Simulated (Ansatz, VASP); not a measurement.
# SiNi in VASP and in Ansatz

File INCAR:

```
SYSTEM = SiNi
ALGO     = Normal         ! electronic algorithm
EDIFF    = 1E-6           ! SCF threshold, eV
ENCUT    = 520            ! plane-wave cutoff, eV
ISIF     = 2              ! what is computed and relaxed
ISMEAR   = -1             ! smearing method
ISPIN    = 2              ! spin polarisation
LASPH    = .TRUE.         ! aspherical terms in the spheres
LCHARG   = .FALSE.        ! write CHGCAR
LMAXMIX  = 4              ! l up to which the mixer works
LORBIT   = 11             ! projections on sites
LREAL    = .FALSE.        ! projectors in reciprocal space
LWAVE    = .FALSE.        ! write WAVECAR
MAGMOM   = 1 1 0 0        ! initial moments
NBANDS   = 26             ! bands
NELM     = 150            ! most SCF steps
PREC     = Accurate       ! precision mode
SIGMA    = 0.05           ! smearing width, eV
```

Contents of KPOINTS:

```
k-points
0
G
  9 8 6
  0 0 0
```

The input POSCAR:

```
SiNi
1.0
    3.0004866984      0.0000000000      0.0000000000
    0.0000000000      3.3446619823      0.0000000000
    0.0000000000      0.0000000000      4.7691846927
Ni Si
2 2
Direct
    0.5000000000      0.5000000000      0.3424955900
    0.0000000000      0.0000000000      0.6575044100
    0.5000000000      0.5000000000      0.8431431600
    0.0000000000      0.0000000000      0.1568568400
```

The input input.yaml:

```yaml
crystal:
  lattice:
    - [3.0004866984, 0.0, 0.0]
    - [0.0, 3.3446619823, 0.0]
    - [0.0, 0.0, 4.7691846927]
  atoms:
    - { symbol: Ni, position: [0.5, 0.5, 0.34249559], spin: 1.0 }
    - { symbol: Ni, position: [0.0, 0.0, 0.65750441], spin: 1.0 }
    - { symbol: Si, position: [0.5, 0.5, 0.84314316] }
    - { symbol: Si, position: [0.0, 0.0, 0.15685684] }
hamiltonian:
  xc: lda
  pseudopotentials: { kind: paw }
magnetization:
  spin_polarized: true
kpoints:
  mp_grid: { grid: [9, 8, 6] }
scf:
  occupations: { method: fermi_dirac, width: 0.05 }
output:
  forces: true
  stress: true
  eigenvalues: true
  write_density: true
  write_potential: true
  elf: true
  volumetric_format: npy
```

Alike in both runs: task single point; functional LDA; k mesh 9 × 8 × 6; occupations fermi-dirac, width 0.05 eV; collinear spin.

|  | VASP | Ansatz |
| --- | --- | --- |
| version | VASP 6.6.1 | Ansatz 0.2.0 |
| potentials or method | VASP PAW LDA potentials, release 64 (Ni, Si) | Ansatz PAW |
| plane-wave cutoff (eV) | 520 | 420 |
| valence electrons in the cell | 28 | 44 |

```tsv
	VASP	Ansatz	Ansatz less VASP
gap on the k mesh at the Fermi level (eV)	none	none	-
pressure (GPa)	-14.3	-14.6	-0.31
traceless stress, the component that is largest in VASP (GPa)	-3.42	-3.65	-0.236
rms of the force components (eV/Å)	0.150	0.155	+0.0050
net moment per atom (μB)	0.00	0.00	0.000
```

LDA's correlation is that of Perdew and Zunger in VASP and of Perdew and Wang (1992) in Ansatz. Atom by atom the forces differ by 0.006 eV/Å (rms over components). A gap of «none» marks a metal or a gap that the smearing closes. VASP's potentials hold 28 valence electrons a cell and Ansatz's 44, so a difference there can come from the potentials and not from the codes.
